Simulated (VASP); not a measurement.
# Pb (Fm-3m) in VASP: further runs

Runs on Pb. Level: PBE. Tasks: single point.

Everything below comes from runs of VASP 6.6.1. Logs are shortened: lines on timing, memory, paths and dates and some standing lists are left out, and cuts for length are marked.

### 1 The cell of the first run

It takes space group Fm-3m (No. 225, cubic). Conventional cell: a = 5.035 Å, b = 5.035 Å, c = 5.035 Å, α = 90.00°, β = 90.00°, γ = 90.00°. Within 4.7 Å of Pb (site symmetry m-3m) lie 12 Pb at 3.56 Å.

### 2 Single point, PBE

Contents of INCAR:

```
  PREC = Accurate
  ENCUT = 520
  EDIFF = 1E-6
  ISMEAR = -1
  SIGMA = 0.1
  LREAL = F
  LASPH = T
  NELM = 60
  ALGO = Normal
  ISIF = 2
  LWAVE = F
  LCHARG = F
  GGA = PE
  NBANDS = 13
```

Contents of KPOINTS:

```
Automatic mesh
0
Gamma
  5 5 5
```

Contents of POSCAR:

```
Pb
1.0
    0.0000000000      2.5175937382      2.5175937382
    2.5175937382      0.0000000000      2.5175937382
    2.5175937382      2.5175937382      0.0000000000
Pb
1
Direct
    0.0000000000      0.0000000000      0.0000000000
```

Potentials or basis: VASP PAW PBE potentials, release 64 (Pb_d).

Command:

```sh
$ cat potpaw_PBE.64/Pb_d/POTCAR > POTCAR
$ mpirun -np 1 vasp_std > vasp.out
```

OUTCAR:

```text
PREC = Accurate
   ENCUT = 520
   EDIFF = 1E-6
   ISMEAR = -1
   LREAL = F
   LASPH = T
   NELM = 60
   ISIF = 2
   GGA = PE

 ion  position               nearest neighbor table
   1  0.000  0.000  0.000-

  LATTYP: Found a face centered cubic cell.
 ALAT       =     5.0351874764

  Lattice vectors:

 A1 = (   0.0000000000,   2.5175937382,   2.5175937382)
 A2 = (   2.5175937382,   0.0000000000,   2.5175937382)
 A3 = (   2.5175937382,   2.5175937382,   0.0000000000)

Analysis of symmetry for initial positions (statically):
=====================================================================
 Subroutine PRICEL returns:
 Original cell was already a primitive cell.

 Routine SETGRP: Setting up the symmetry group for a
 face centered cubic supercell.

 Subroutine GETGRP returns: Found 48 space group operations
 (whereof 48 operations were pure point group operations)
 out of a pool of 48 trial point group operations.

The static configuration has the point symmetry O_h .

Analysis of symmetry for dynamics (positions and initial velocities):
=====================================================================
 Subroutine PRICEL returns:
 Original cell was already a primitive cell.

 Routine SETGRP: Setting up the symmetry group for a
 face centered cubic supercell.

 Subroutine GETGRP returns: Found 48 space group operations
 (whereof 48 operations were pure point group operations)
 out of a pool of 48 trial point group operations.

The dynamic configuration has the point symmetry O_h .

 Subroutine INISYM returns: Found 48 space group operations
 (whereof 48 operations are pure point group operations),
 and found     1 'primitive' translations

----------------------------------------------------------------------------------------

                                     Primitive cell

  volume of cell :      31.9144

  direct lattice vectors                    reciprocal lattice vectors
     0.000000000  2.517593738  2.517593738    -0.198602337  0.198602337  0.198602337
     2.517593738  0.000000000  2.517593738     0.198602337 -0.198602337  0.198602337
     2.517593738  2.517593738  0.000000000     0.198602337  0.198602337 -0.198602337

  length of vectors
     3.560415209  3.560415209  3.560415209     0.343989338  0.343989338  0.343989338

  position of ions in fractional coordinates (direct lattice)
     0.000000000  0.000000000  0.000000000

  ion indices of the primitive-cell ions
   primitive index   ion index
                 1           1

[... 65 lines left out ...]
   TEBEG  =    0.0;   TEEND  =   0.0 temperature during run
   PSTRESS=    0.0 pullay stress
   NELECT =      14.0000    total number of electrons
   NUPDOWN=      -1.0000    fix difference up-down
   EMIN   =  10.00;   EMAX   =-10.00  energy-range for DOS
   EFERMI =   0.00;   METHOD = LEGACY
   ISMEAR =    -1;   SIGMA  =   0.10  broadening in eV -4-tet -1-fermi 0-gaus
   EFERMI_NEDOS =   21; number of points for ismear=-14 and -15
   IALGO  =     38    algorithm
   IMIX   =      4    mixing-type and parameters
     AMIX     =   0.40;   BMIX     =  1.00
     AMIX_MAG =   1.60;   BMIX_MAG =  1.00
  volume/ion in A,a.u.               =      31.91       215.37
  Fermi-wavevector in a.u.,A,eV,Ry     =   1.243909  2.350647 21.052417  1.547309
  Thomas-Fermi vector in A             =   2.378199
   LORBIT       =      0    0 simple, 1 ext, 2 COOP (PROOUT), +10 PAW based schemes
   GGA     = PE    functional components
   LHFCALC =     F    Hartree Fock is set to
   AEXX    =    0.0000 exact exchange contribution
   IVDW    =     0    specifies the selected vdW correction
   LEPSILON=     F    determine dielectric tensor
   LRPA    =     F    only Hartree local field effects (RPA)
 non-spin polarized calculation
  energy-cutoff  :      520.00
  volume of cell :       31.91
 maximum number of plane-waves:       875
   NGX = 13   NGY = 13   NGZ = 13

 number of electron      14.0000003 magnetization

 Free energy of the ion-electron system (eV)
  ---------------------------------------------------
  ext. energy  EPLUGINS =         0.00000000
  ---------------------------------------------------
  free energy    TOTEN  =        -3.54453293 eV

  energy without entropy =       -3.51324325  energy(sigma->0) =       -3.52888809

 E-fermi :   6.5062     XC(G=0):  -9.9443

 val. band max:        6.4519987218   @ k =  -0.4000   0.4000   0.2000
 cond. band min:       6.8562597878   @ k =  -0.2000   0.2000   0.0000
 fundamental gap:      0.4042610660
 Fermi energy:         6.5061739412

 k-point     1 :       0.0000    0.0000    0.0000
  band No.  band energies     occupation
      1     -10.3321      2.00000
      2     -10.3321      2.00000
      3     -10.3321      2.00000
      4     -10.2133      2.00000
      5     -10.2133      2.00000
      6      -4.7003      2.00000
      7      13.7367      0.00000
      8      13.7367      0.00000
      9      13.7367      0.00000
     10      16.4489      0.00000
     11      17.4157      0.00000
     12      18.8324      0.00000
     13      18.8324      0.00000
[... 130 lines left out ...]
  band No.  band energies     occupation
      1     -10.3328      2.00000
      2     -10.3233      2.00000
      3     -10.2292      2.00000
      4     -10.1504      2.00000
      5     -10.0962      2.00000
      6      -0.5850      2.00000
      7       4.9721      2.00000
      8       6.4520      1.26444
      9       8.2653      0.00000
     10      16.1630      0.00000
     11      17.2930      0.00000
     12      18.6301      0.00000
     13      22.3634      0.00000

------------------------ aborting loop because EDIFF is reached ----------------------------------------

  FORCE on cell =-STRESS in cart. coord.  units (eV):
  Direction    XX          YY          ZZ          XY          YZ          ZX
  --------------------------------------------------------------------------------------
  -------------------------------------------------------------------------------------
  Total       -0.0803532     -0.0803532     -0.0803532     -0.0000000      0.0000000      0.0000000
  in kB       -4.0339151     -4.0339151     -4.0339151     -0.0000000      0.0000000      0.0000000
  external PRESSURE =      -4.0339151 kB  Pullay stress =       0.0000000 kB

 VOLUME and BASIS-vectors are now :
 -----------------------------------------------------------------------------
  energy-cutoff  :      520.00
  volume of cell :       31.91
      direct lattice vectors                 reciprocal lattice vectors
     0.000000000  2.517593738  2.517593738    -0.198602337  0.198602337  0.198602337
     2.517593738  0.000000000  2.517593738     0.198602337 -0.198602337  0.198602337
     2.517593738  2.517593738  0.000000000     0.198602337  0.198602337 -0.198602337

 POSITION                                       TOTAL-FORCE (eV/Angst)
 -----------------------------------------------------------------------------------
      0.00000      0.00000      0.00000         0.000000      0.000000     -0.000000
 -----------------------------------------------------------------------------------
    total drift:                               -0.000000     -0.000000     -0.000000

  FREE ENERGIE OF THE ION-ELECTRON SYSTEM (eV)
  ---------------------------------------------------
  free  energy   TOTEN  =        -3.5445329268 eV

  energy  without entropy=       -3.5132432494  energy(sigma->0) =       -3.52888809
```

Wall time 6.6 s (1 thread of Intel Xeon Platinum 8488C (Sapphire Rapids), shared host); peak memory 0.15 GiB.

What came out:

```
Free energy            : -3.5445 eV
Pressure               : -0.4 GPa
Band gap on the k mesh : zero (band 7 reaches 13.74 eV, above the bottom of band 8 at 6.20 eV)
```

Caveat: the k points lie up to 0.43 Å⁻¹ apart; spin-orbit coupling is left out, which moves the levels of the heavy elements.

### 3 Single point, PBE

Contents of INCAR:

```
SYSTEM = Pb
  PREC = Accurate
  ENCUT = 520
  EDIFF = 1E-7
  ISMEAR = -1
  SIGMA = 0.1
  LREAL = .FALSE.
  LASPH = .TRUE.
  NELM = 100
  ALGO = Normal
  ISIF = 2
  LWAVE = .FALSE.
  LCHARG = .FALSE.
  GGA = PE
  NBANDS = 13
```

Contents of KPOINTS:

```
Automatic mesh
0
G
  7 7 7
  0 0 0
```

POSCAR is that of step 2.

Potentials or basis: VASP PAW PBE potentials, release 64 (Pb_d).

Command:

```sh
$ cat potpaw_PBE.64/Pb_d/POTCAR > POTCAR
$ mpirun -np 1 vasp_std > vasp.out
```

Run time: 13 s. Hardware: 1 thread of Intel Xeon Platinum 8488C (Sapphire Rapids), shared host; peak memory 0.15 GiB.

The run converged. Its results:

```
Free energy            : -3.5845 eV
Pressure               : 0.4 GPa
Band gap on the k mesh : zero (band 7 reaches 13.74 eV, above the bottom of band 8 at 5.37 eV)
```

Levels at points of the mesh, in eV from the Fermi level:
```tsv
k point	band 4	band 5	band 6	band 7	band 8	band 9	band 10	band 11
(0.00, 0.00, 0.00)	-16.94	-16.94	-11.45	6.99	6.99	6.99	9.70	10.66
```

Caveat: spin-orbit coupling is left out, which moves the levels of the heavy elements.

### 4 Single point, PBE

Contents of INCAR:

```
SYSTEM = Pb
  PREC = Accurate
  ENCUT = 520
  EDIFF = 1E-6
  ISMEAR = -1
  SIGMA = 0.1
  LREAL = .False.
  LASPH = .True.
  NELM = 80
  ALGO = Normal
  ISIF = 2
  LWAVE = .False.
  LCHARG = .False.
  GGA = PE
  NBANDS = 13
```

Contents of KPOINTS:

```
Automatic mesh
0
Gamma
  9 9 9
  0 0 0
```

POSCAR is that of step 3.

Potentials or basis: VASP PAW PBE potentials, release 64 (Pb_d).

Command:

```sh
$ cat potpaw_PBE.64/Pb_d/POTCAR > POTCAR
$ mpirun -np 1 vasp_std > vasp.out
```

OUTCAR:

```text
SYSTEM = Pb
   PREC = Accurate
   ENCUT = 520
   EDIFF = 1E-6
   ISMEAR = -1
   LREAL = .False.
   LASPH = .True.
   NELM = 80
   ISIF = 2
   GGA = PE

 ion  position               nearest neighbor table
   1  0.000  0.000  0.000-

  LATTYP: Found a face centered cubic cell.
 ALAT       =     5.0351874764

  Lattice vectors:

 A1 = (   0.0000000000,   2.5175937382,   2.5175937382)
 A2 = (   2.5175937382,   0.0000000000,   2.5175937382)
[... 562 lines left out ...]
     13      26.0916      0.00000

 [... further k-points ...]

------------------------ aborting loop because EDIFF is reached ----------------------------------------

  FORCE on cell =-STRESS in cart. coord.  units (eV):
  Direction    XX          YY          ZZ          XY          YZ          ZX
  --------------------------------------------------------------------------------------
  -------------------------------------------------------------------------------------
  Total       -0.0195243     -0.0195243     -0.0195243     -0.0000000     -0.0000000      0.0000000
  in kB       -0.9801630     -0.9801630     -0.9801630     -0.0000000     -0.0000000      0.0000000
  external PRESSURE =      -0.9801630 kB  Pullay stress =       0.0000000 kB

 VOLUME and BASIS-vectors are now :
 -----------------------------------------------------------------------------
  energy-cutoff  :      520.00
  volume of cell :       31.91
      direct lattice vectors                 reciprocal lattice vectors
     0.000000000  2.517593738  2.517593738    -0.198602337  0.198602337  0.198602337
     2.517593738  0.000000000  2.517593738     0.198602337 -0.198602337  0.198602337
     2.517593738  2.517593738  0.000000000     0.198602337  0.198602337 -0.198602337

 POSITION                                       TOTAL-FORCE (eV/Angst)
 -----------------------------------------------------------------------------------
      0.00000      0.00000      0.00000         0.000000      0.000000      0.000000
 -----------------------------------------------------------------------------------
    total drift:                               -0.000000     -0.000000     -0.000000

  FREE ENERGIE OF THE ION-ELECTRON SYSTEM (eV)
  ---------------------------------------------------
  free  energy   TOTEN  =        -3.5856591984 eV

  energy  without entropy=       -3.5731734393  energy(sigma->0) =       -3.57941632
```

OSZICAR:

```text
N       E                     dE             d eps       ncg     rms          rms(c)
DAV:   1     0.106978741080E+03    0.10698E+03   -0.72550E+03   915   0.124E+03
DAV:   2     0.141985894896E+01   -0.10556E+03   -0.10243E+03   940   0.300E+02
DAV:   3    -0.347632095586E+01   -0.48962E+01   -0.48819E+01  1154   0.720E+01
DAV:   4    -0.359006656774E+01   -0.11375E+00   -0.11372E+00  1116   0.119E+01
DAV:   5    -0.359559349950E+01   -0.55269E-02   -0.55267E-02  1283   0.246E+00    0.485E-01
DAV:   6    -0.358741693601E+01    0.81766E-02   -0.12305E-02  1151   0.190E+00    0.249E-01
DAV:   7    -0.358565820732E+01    0.17587E-02   -0.55418E-03  1160   0.119E+00    0.906E-02
DAV:   8    -0.358566223878E+01   -0.40315E-05   -0.43891E-04  1148   0.336E-01    0.109E-02
DAV:   9    -0.358565953672E+01    0.27021E-05   -0.12360E-05  1210   0.605E-02    0.494E-03
DAV:  10    -0.358565919845E+01    0.33828E-06   -0.13983E-06  1056   0.116E-02
   1 F= -.35856592E+01 E0= -.35794163E+01  d E =-.124858E-01
```

stdout:

```text
POSCAR found type information on POSCAR Pb
 POSCAR found :  1 types and       1 ions
 scaLAPACK will be used
 LDA part: xc-table for (Slater+PW92), standard interpolation
 POSCAR, INCAR and KPOINTS ok, starting setup
 FFT: planning ... GRIDC
 FFT: planning ... GRID_SOFT
 FFT: planning ... GRID
 WAVECAR not read
 entering main loop
```

Run time: 17 s. Hardware: 1 thread of Intel Xeon Platinum 8488C (Sapphire Rapids), shared host; peak memory 0.15 GiB.

Results:

```
Free energy            : -3.5857 eV
Pressure               : -0.1 GPa
Band gap on the k mesh : zero (band 7 reaches 13.74 eV, above the bottom of band 8 at 5.28 eV)
```

Levels at points of the mesh, in eV from the Fermi level:
| k point | band 5 | band 6 | band 7 | band 8 | band 9 | band 10 |
| --- | --- | --- | --- | --- | --- | --- |
| (0.00, 0.00, 0.00) | -16.84 | -11.33 | 7.11 | 7.11 | 7.11 | 9.81 |

Caveat: spin-orbit coupling is left out, which moves the levels of the heavy elements.

### 5 Single point, PBE

Contents of INCAR:

```
SYSTEM = Pb
PREC = Accurate
ENCUT = 520
EDIFF = 1E-7
ISMEAR = -1
SIGMA = 0.1
LREAL = .False.
LASPH = .True.
NELM = 60
ALGO = Normal
ISIF = 2
LWAVE = .False.
LCHARG = .False.
GGA = PE
NBANDS = 13
```

Contents of KPOINTS:

```
regular mesh
0
Gamma
  11 11 11
  0 0 0
```

POSCAR is that of step 4.

Command:

```sh
$ cat potpaw_PBE.64/Pb_d/POTCAR > POTCAR
$ mpirun -np 1 vasp_std > vasp.out
```

Wall time 26 s (1 thread of Intel Xeon Platinum 8488C (Sapphire Rapids), shared host); peak memory 0.16 GiB.

It converged, with:

```
Free energy            : -3.5727 eV
Pressure               : -0.1 GPa
Band gap on the k mesh : zero (band 7 reaches 13.74 eV, above the bottom of band 8 at 5.37 eV)
```

Levels at points of the mesh, in eV from the Fermi level:
```csv
k point,band 4,band 5,band 6,band 7,band 8,band 9,band 10,band 11
"(0.00, 0.00, 0.00)",-16.95,-16.95,-11.45,6.99,6.99,6.99,9.69,10.66
```

Caveat: spin-orbit coupling is left out, which moves the levels of the heavy elements.

### 6 The runs side by side

| k mesh | gap on the mesh (eV) | pressure (GPa) |
| --- | --- | --- |
| 5 × 5 × 5 | none | -0.4 |
| 7 × 7 × 7 | none | 0.4 |
| 9 × 9 × 9 | none | -0.1 |
| 11 × 11 × 11 | none | -0.1 |

Alike in all rows: task single point; level PBE; potentials or basis VASP PAW PBE potentials, release 64 (Pb_d); no spin polarisation; cell as given; cutoff (eV) 520; smearing fermi-dirac 0.1 eV.

Caveats: some runs use coarse meshes; spin-orbit coupling is left out, which moves the levels of the heavy elements.

Total energies depend on the potentials used, so only differences within one code and one set of settings carry meaning.
